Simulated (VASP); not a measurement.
# Ni (Fm-3m) in VASP: further runs

The runs below take Ni through single point, relaxation of cell and atoms, with PBEsol.

Program: VASP 6.6.1. These are calculated values, not measurements. Logs are shortened: lines on timing, memory, paths and dates and some standing lists are left out, and cuts for length are marked.

### 1 The cell of the first run

Symmetry: Fm-3m, No. 225, cubic system. The conventional cell has a = 3.462 Å, b = 3.462 Å, c = 3.462 Å, α = 90.00°, β = 90.00°, γ = 90.00°. Ni (site symmetry m-3m) has 12 Ni at 2.45 Å within 3.2 Å.

### 2 Single point, PBEsol, collinear spin, ferromagnetic start

Input file INCAR:

```
SYSTEM = Ni
ALGO = Normal
EDIFF = 1E-6
ENCUT = 520
GGA = PS
ISIF = 2
ISMEAR = -1
ISPIN = 2
LASPH = .TRUE.
LCHARG = .TRUE.
LELF = .TRUE.
LMAXMIX = 4
LORBIT = 11
LREAL = .FALSE.
LVHAR = .TRUE.
LWAVE = .FALSE.
MAGMOM = 1.5
NBANDS = 15
NELM = 150
PREC = Accurate
SIGMA = 0.05
```

Input file KPOINTS:

```
k-points
0
G
  16 16 16
  0 0 0
```

Input file POSCAR:

```
Ni
1.0
    0.0000000000      1.7309460158      1.7309460158
    1.7309460158      0.0000000000      1.7309460158
    1.7309460158      1.7309460158      0.0000000000
Ni
1
Direct
    0.0000000000      0.0000000000      0.0000000000
```

Potentials or basis: VASP PAW PBE potentials, release 64 (Ni).

On the command line:

```console
$ cat potpaw_PBE.64/Ni/POTCAR > POTCAR
$ mpirun -np 1 vasp_std > vasp.out
```

OUTCAR:

```text
SYSTEM = Ni
   EDIFF = 1E-6
   ENCUT = 520
   GGA = PS
   ISIF = 2
   ISMEAR = -1
   ISPIN = 2
   LASPH = .TRUE.
   LORBIT = 11
   LREAL = .FALSE.
   NELM = 150
   PREC = Accurate

 ion  position               nearest neighbor table
   1  0.000  0.000  0.000-

  LATTYP: Found a face centered cubic cell.
 ALAT       =     3.4618920316

  Lattice vectors:

 A1 = (   0.0000000000,   1.7309460158,   1.7309460158)
 A2 = (   1.7309460158,   0.0000000000,   1.7309460158)
 A3 = (   1.7309460158,   1.7309460158,   0.0000000000)

Analysis of symmetry for initial positions (statically):
=====================================================================
 Subroutine PRICEL returns:
 Original cell was already a primitive cell.

 Routine SETGRP: Setting up the symmetry group for a
 face centered cubic supercell.

 Subroutine GETGRP returns: Found 48 space group operations
 (whereof 48 operations were pure point group operations)
 out of a pool of 48 trial point group operations.

The static configuration has the point symmetry O_h .

Analysis of symmetry for dynamics (positions and initial velocities):
=====================================================================
 Subroutine PRICEL returns:
 Original cell was already a primitive cell.

 Routine SETGRP: Setting up the symmetry group for a
 face centered cubic supercell.

 Subroutine GETGRP returns: Found 48 space group operations
 (whereof 48 operations were pure point group operations)
 out of a pool of 48 trial point group operations.

The dynamic configuration has the point symmetry O_h .

Analysis of structural, dynamic, and magnetic symmetry:
=====================================================================
 Subroutine PRICEL returns:
 Original cell was already a primitive cell.

 Routine SETGRP: Setting up the symmetry group for a
 face centered cubic supercell.

 Subroutine GETGRP returns: Found 48 space group operations
 (whereof 48 operations were pure point group operations)
 out of a pool of 48 trial point group operations.

The overall configuration has the point symmetry O_h .

 Subroutine INISYM returns: Found 48 space group operations
 (whereof 48 operations are pure point group operations),
 and found     1 'primitive' translations

----------------------------------------------------------------------------------------

                                     Primitive cell

  volume of cell :      10.3724

  direct lattice vectors                    reciprocal lattice vectors
     0.000000000  1.730946016  1.730946016    -0.288859384  0.288859384  0.288859384
     1.730946016  0.000000000  1.730946016     0.288859384 -0.288859384  0.288859384
     1.730946016  1.730946016  0.000000000     0.288859384  0.288859384 -0.288859384

  length of vectors
     2.447927331  2.447927331  2.447927331     0.500319129  0.500319129  0.500319129

  position of ions in fractional coordinates (direct lattice)
     0.000000000  0.000000000  0.000000000

  ion indices of the primitive-cell ions
   primitive index   ion index
                 1           1

----------------------------------------------------------------------------------------

 KPOINTS: k-points

Automatic generation of k-mesh.
 Grid dimensions read from file:
 generate k-points for:   16   16   16

 Generating k-lattice:

  Cartesian coordinates                     Fractional coordinates (reciprocal lattice)
    -0.018053712  0.018053712  0.018053712     0.062500000  0.000000000  0.000000000
     0.018053712 -0.018053712  0.018053712     0.000000000  0.062500000  0.000000000
     0.018053712  0.018053712 -0.018053712     0.000000000  0.000000000  0.062500000

  Length of vectors
     0.031269946  0.031269946  0.031269946

  Shift w.r.t. Gamma in fractional coordinates (k-lattice)
     0.000000000  0.000000000  0.000000000

 Subroutine IBZKPT returns following result:
 ===========================================

 Found    145 irreducible k-points:

 Following reciprocal coordinates:
            Coordinates               Weight
  0.000000  0.000000  0.000000      1.000000
  0.062500  0.000000  0.000000      8.000000
  0.125000  0.000000  0.000000      8.000000
  0.187500  0.000000  0.000000      8.000000
  0.250000  0.000000  0.000000      8.000000
  0.312500  0.000000  0.000000      8.000000
[... 16 lines left out ...]
 -0.125000  0.062500  0.000000     24.000000
 -0.062500  0.062500  0.000000     12.000000
 [... further k-points ...]
   k-points           NKPTS =    145   k-points in BZ     NKDIM =    145   number of bands    NBANDS=     15
   number of dos      NEDOS =    301   number of ions     NIONS =      1
   total plane-waves  NPLWV =   5832
   dimension x,y,z NGX =    18 NGY =   18 NGZ =   18
   dimension x,y,z NGXF=    36 NGYF=   36 NGZF=   36
   ions per type =               1
   NGX,Y,Z   is equivalent  to a cutoff of  12.22, 12.22, 12.22 a.u.
   NGXF,Y,Z  is equivalent  to a cutoff of  24.45, 24.45, 24.45 a.u.
 SYSTEM =  Ni
   PREC   = accura    normal or accurate (medium, high low for compatibility)
   ISTART =      0    job   : 0-new  1-cont  2-samecut
   ICHARG =      2    charge: 1-file 2-atom 10-const
   ISPIN  =      2    spin polarized calculation?
   LNONCOLLINEAR =      F non collinear calculations
   LSORBIT =      F    spin-orbit coupling
   LASPH  =      T    aspherical Exc in radial PAW
   ENCUT  =  520.0 eV  38.22 Ry    6.18 a.u.   4.55  4.55  4.55*2*pi/ulx,y,z
   NELM   =    150;   NELMIN=  2; NELMDL= -5     # of ELM steps
   EDIFF  = 0.1E-05   stopping-criterion for ELM
   LREAL  =      F    real-space projection
   EDIFFG = 0.1E-04   stopping-criterion for IOM
   NSW    =      0    number of steps for IOM
   IBRION =     -1    ionic relax: 0-MD 1-quasi-New 2-CG
   NFREE  =      0    steps in history (QN), initial steepest desc. (CG)
   ISIF   =      2    stress and relaxation
   ISYM   =      2    0-nonsym 1-usesym 2-fastsym
   POTIM  = 0.5000    time-step for ionic-motion
   TEBEG  =    0.0;   TEEND  =   0.0 temperature during run
   PSTRESS=    0.0 pullay stress
   NELECT =      10.0000    total number of electrons
   NUPDOWN=      -1.0000    fix difference up-down
   EMIN   =  10.00;   EMAX   =-10.00  energy-range for DOS
   EFERMI =   0.00;   METHOD = LEGACY
   ISMEAR =    -1;   SIGMA  =   0.05  broadening in eV -4-tet -1-fermi 0-gaus
   EFERMI_NEDOS =   21; number of points for ismear=-14 and -15
   IALGO  =     38    algorithm
   IMIX   =      4    mixing-type and parameters
     AMIX     =   0.40;   BMIX     =  1.00
     AMIX_MAG =   1.60;   BMIX_MAG =  1.00
  volume/ion in A,a.u.               =      10.37        70.00
  Fermi-wavevector in a.u.,A,eV,Ry     =   1.617265  3.056189 35.586685  2.615548
  Thomas-Fermi vector in A             =   2.711718
   LORBIT       =     11    0 simple, 1 ext, 2 COOP (PROOUT), +10 PAW based schemes
   GGA     = PS    functional components
   LHFCALC =     F    Hartree Fock is set to
   AEXX    =    0.0000 exact exchange contribution
   IVDW    =     0    specifies the selected vdW correction
   LEPSILON=     F    determine dielectric tensor
   LRPA    =     F    only Hartree local field effects (RPA)
 spin polarized calculation
  energy-cutoff  :      520.00
  volume of cell :       10.37
 maximum number of plane-waves:       291
   NGX =  9   NGY =  9   NGZ =  9

 number of electron      10.0000000 magnetization       1.5000000

 number of electron       9.9999993 magnetization       0.5858006

 Free energy of the ion-electron system (eV)
  ---------------------------------------------------
  ext. energy  EPLUGINS =         0.00000000
  ---------------------------------------------------
  free energy    TOTEN  =        -6.14318600 eV

  energy without entropy =       -6.12984876  energy(sigma->0) =       -6.13651738

 E-fermi :   9.8785     XC(G=0): -13.7207

 val. band max:        9.8735970607   @ k =  -0.3125   0.3750   0.0625
 cond. band min:       9.8850176543   @ k =  -0.4375   0.2500   0.1250
 fundamental gap:      0.0114205936
 Fermi energy:         9.8785480558

 spin component 1

 k-point     1 :       0.0000    0.0000    0.0000
  band No.  band energies     occupation
      1       0.4822      1.00000
      2       7.3529      1.00000
      3       7.3529      1.00000
      4       7.3529      1.00000
      5       8.6038      1.00000
      6       8.6038      1.00000
      7      33.9796      0.00000
      8      38.1978      0.00000
      9      38.1978      0.00000
     10      38.1978      0.00000
     11      41.2866      0.00000
     12      41.2866      0.00000
     13      41.2866      0.00000
     14      44.1880      0.00000
     15      51.0111      0.00000

 k-point     2 :       0.0625    0.0000    0.0000
  band No.  band energies     occupation
      1       0.6406      1.00000
      2       7.3097      1.00000
      3       7.3896      1.00000
      4       7.3896      1.00000
      5       8.5879      1.00000
      6       8.5879      1.00000
      7      33.5135      0.00000
      8      36.3449      0.00000
      9      37.8502      0.00000
     10      37.8502      0.00000
     11      41.8037      0.00000
     12      41.8037      0.00000
     13      42.2910      0.00000
     14      45.5562      0.00000
     15      49.5204      0.00000
[... 365 lines left out ...]
      3       7.5517      1.00000
      4       7.5554      1.00000
      5       8.4330      1.00000
      6       8.6591      1.00000
      7      30.2536      0.00000
      8      33.0627      0.00000
      9      36.8056      0.00000
     10      38.9077      0.00000
     11      40.7747      0.00000
     12      41.9944      0.00000
     13      45.0074      0.00000
     14      45.9618      0.00000
     15      48.6437      0.00000

 k-point    24 :      -0.0625    0.0625    0.0000
  band No.  band energies     occupation
      1       0.9016      1.00000
      2       7.2312      1.00000
      3       7.4424      1.00000
      4       7.4619      1.00000
      5       8.5124      1.00000
      6       8.6195      1.00000
      7      32.7197      0.00000
      8      34.5496      0.00000
      9      36.8653      0.00000
     10      38.7897      0.00000
     11      41.4532      0.00000
     12      41.4573      0.00000
     13      44.4900      0.00000
     14      47.0047      0.00000
     15      47.2360      0.00000

 [... further k-points ...]

 spin component 2

 k-point     1 :       0.0000    0.0000    0.0000
  band No.  band energies     occupation
      1       0.4712      1.00000
      2       8.0323      1.00000
      3       8.0323      1.00000
      4       8.0323      1.00000
      5       9.1751      1.00000
      6       9.1751      1.00000
      7      33.8756      0.00000
      8      38.1931      0.00000
      9      38.1931      0.00000
     10      38.1931      0.00000
     11      41.4019      0.00000
     12      41.4019      0.00000
     13      41.4019      0.00000
     14      44.1024      0.00000
     15      51.2030      0.00000

 k-point     2 :       0.0625    0.0000    0.0000
  band No.  band energies     occupation
      1       0.6298      1.00000
      2       7.9843      1.00000
      3       8.0703      1.00000
      4       8.0703      1.00000
      5       9.1583      1.00000
      6       9.1583      1.00000
      7      33.4531      0.00000
      8      36.3459      0.00000
      9      37.8713      0.00000
     10      37.8713      0.00000
     11      41.8888      0.00000
     12      41.8888      0.00000
     13      42.3189      0.00000
     14      45.5169      0.00000
     15      49.6854      0.00000
[... 365 lines left out ...]
      3       8.2273      1.00000
      4       8.2376      1.00000
      5       8.9970      1.00000
      6       9.2419      1.00000
      7      30.3310      0.00000
      8      33.0910      0.00000
      9      36.7854      0.00000
     10      38.9343      0.00000
     11      40.7693      0.00000
     12      42.0583      0.00000
     13      45.1792      0.00000
     14      45.9425      0.00000
     15      48.8489      0.00000

 k-point    24 :      -0.0625    0.0625    0.0000
  band No.  band energies     occupation
      1       0.8913      1.00000
      2       7.8985      1.00000
      3       8.1260      1.00000
      4       8.1420      1.00000
      5       9.0785      1.00000
      6       9.1925      1.00000
      7      32.7141      0.00000
      8      34.5843      0.00000
      9      36.8611      0.00000
     10      38.7860      0.00000
     11      41.4736      0.00000
     12      41.5631      0.00000
     13      44.5027      0.00000
     14      47.1631      0.00000
     15      47.2374      0.00000

 [... further k-points ...]
[... 5 lines left out ...]
  --------------------------------------------------------------------------------------
  -------------------------------------------------------------------------------------
  Total       -0.0025517     -0.0025517     -0.0025517     -0.0000000     -0.0000000      0.0000000
  in kB       -0.3941478     -0.3941478     -0.3941478     -0.0000000     -0.0000000      0.0000000
  external PRESSURE =      -0.3941478 kB  Pullay stress =       0.0000000 kB

 VOLUME and BASIS-vectors are now :
 -----------------------------------------------------------------------------
  energy-cutoff  :      520.00
  volume of cell :       10.37
      direct lattice vectors                 reciprocal lattice vectors
     0.000000000  1.730946016  1.730946016    -0.288859384  0.288859384  0.288859384
     1.730946016  0.000000000  1.730946016     0.288859384 -0.288859384  0.288859384
     1.730946016  1.730946016  0.000000000     0.288859384  0.288859384 -0.288859384

 POSITION                                       TOTAL-FORCE (eV/Angst)
 -----------------------------------------------------------------------------------
      0.00000      0.00000      0.00000         0.000000      0.000000      0.000000
 -----------------------------------------------------------------------------------
    total drift:                                0.000000     -0.000000     -0.000000

  FREE ENERGIE OF THE ION-ELECTRON SYSTEM (eV)
  ---------------------------------------------------
  free  energy   TOTEN  =        -6.1431859988 eV

  energy  without entropy=       -6.1298487624  energy(sigma->0) =       -6.13651738

 total charge

# of ion       s       p       d       tot
------------------------------------------
    1        0.520   0.546   8.336   9.403

 magnetization (x)

# of ion       s       p       d       tot
------------------------------------------
    1       -0.007  -0.024   0.622   0.592
```

Run time: 20 s. Hardware: 1 thread of Intel Xeon 6975P-C (Granite Rapids), shared host; peak memory 0.14 GiB.

Results:

```yaml
Free_energy: -6.1432 eV
Pressure: 0.0 GPa
Net_moment: 0.59 μB per cell
Site_moments: Ni +0.59 μB
Valence_electrons_inside_the_program's_atomic_spheres: Ni 9.40
```

Caveat: the PAW data sets were made with another functional, which shifts forces and pressure a little.

(Continued in part 2 of 2.)
